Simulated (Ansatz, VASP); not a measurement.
LiH: VASP beside Ansatz

The input INCAR:

```
SYSTEM = LiH
  PREC = Accurate
  ENCUT = 600
  EDIFF = 1E-7
  ISMEAR = 0
  SIGMA = 0.01
  LREAL = .FALSE.
  LASPH = .TRUE.
  NELM = 80
  ALGO = Normal
  ISIF = 3
  LWAVE = .FALSE.
  LCHARG = .FALSE.
  GGA = PE
  IBRION = 2
  NSW = 100
  EDIFFG = -0.01
```

File KPOINTS:

```
Automatic mesh
0
G
  12 12 4
  0 0 0
```

Contents of POSCAR:

```
LiH
1.0
    2.8952716642      0.0000000000      0.0000000000
   -1.4476358321      2.5073788121      0.0000000000
    0.0000000000      0.0000000000     15.5110843012
Li H
6 6
Direct
    0.0000000000      0.0000000000      0.1188676214
    0.0000000000      0.0000000000      0.2778022514
    0.6666666667      0.3333333333      0.4458062846
    0.3333333333      0.6666666667      0.6184093087
    0.3333333333      0.6666666667      0.7832445456
    0.6666666667      0.3333333333      0.9457724181
    0.0000000000      0.0000000000      0.0102086467
    0.3333333333      0.6666666667      0.1884251116
    0.6666666667      0.3333333333      0.3372800569
    0.6666666667      0.3333333333      0.5502192232
    0.0000000000      0.0000000000      0.6910728062
    0.0000000000      0.0000000000      0.8551019657
```

Input for Ansatz:

```yaml
crystal:
  lattice:
    - [2.8952716642, 0.0, 0.0]
    - [-1.4476358321, 2.5073788121, 0.0]
    - [0.0, 0.0, 15.5110843012]
  atoms:
    - { symbol: Li, position: [0.0, 0.0, 0.1188676214] }
    - { symbol: Li, position: [0.0, 0.0, 0.2778022514] }
    - { symbol: Li, position: [0.6666666667, 0.3333333333, 0.4458062846] }
    - { symbol: Li, position: [0.3333333333, 0.6666666667, 0.6184093087] }
    - { symbol: Li, position: [0.3333333333, 0.6666666667, 0.7832445456] }
    - { symbol: Li, position: [0.6666666667, 0.3333333333, 0.9457724181] }
    - { symbol: H, position: [0.0, 0.0, 0.0102086467] }
    - { symbol: H, position: [0.3333333333, 0.6666666667, 0.1884251116] }
    - { symbol: H, position: [0.6666666667, 0.3333333333, 0.3372800569] }
    - { symbol: H, position: [0.6666666667, 0.3333333333, 0.5502192232] }
    - { symbol: H, position: [0.0, 0.0, 0.6910728062] }
    - { symbol: H, position: [0.0, 0.0, 0.8551019657] }
basis:
  ecutwfc: 420
kpoints:
  mp_grid: { grid: [12, 12, 4] }
hamiltonian:
  xc: pbe
scf:
  occupations: { method: gaussian, width: 0.01 }
output:
  forces: true
  stress: true
  eigenvalues: true
  write_density: true
  write_potential: true
  elf: true
  volumetric_format: npy
relax:
  adjacent_minimum: "off"
  f_tol: 0.01
  max_steps: 80
  cell: { stress_tol: 0.05 }
```

Alike in both runs: task relaxation of cell and atoms; functional PBE; k mesh 12 × 12 × 4; occupations gaussian, width 0.01 eV; no spin polarisation.

|  | VASP | Ansatz |
| --- | --- | --- |
| version | VASP 6.6.1 | Ansatz 0.2.0 |
| potentials or method | VASP PAW PBE potentials, release 64 (Li_sv, H), cutoff 600 eV | scalar-relativistic, plane waves, PAW |
| valence electrons in the cell | 24 | 24 |

Ansatz gave:

| Property | Result |
| --- | --- |
| gap on the k mesh at the Fermi level, each at its own relaxed structure (eV) | 0.10 |
| relaxed volume (Å³/atom) | 9.38 |
| relaxed length of the cell vector where the two differ most in proportion (Å) | 2.894 |

Q: What did VASP give for the same quantities?

A: gap on the k mesh at the Fermi level, each at its own relaxed structure (eV): 0.08; relaxed volume (Å³/atom): 9.32; relaxed length of the cell vector where the two differ most in proportion (Å): 2.888.

Noted on VASP's run: the cutoff is under 1.25 times that of the potentials, so the pressure is a little rough.
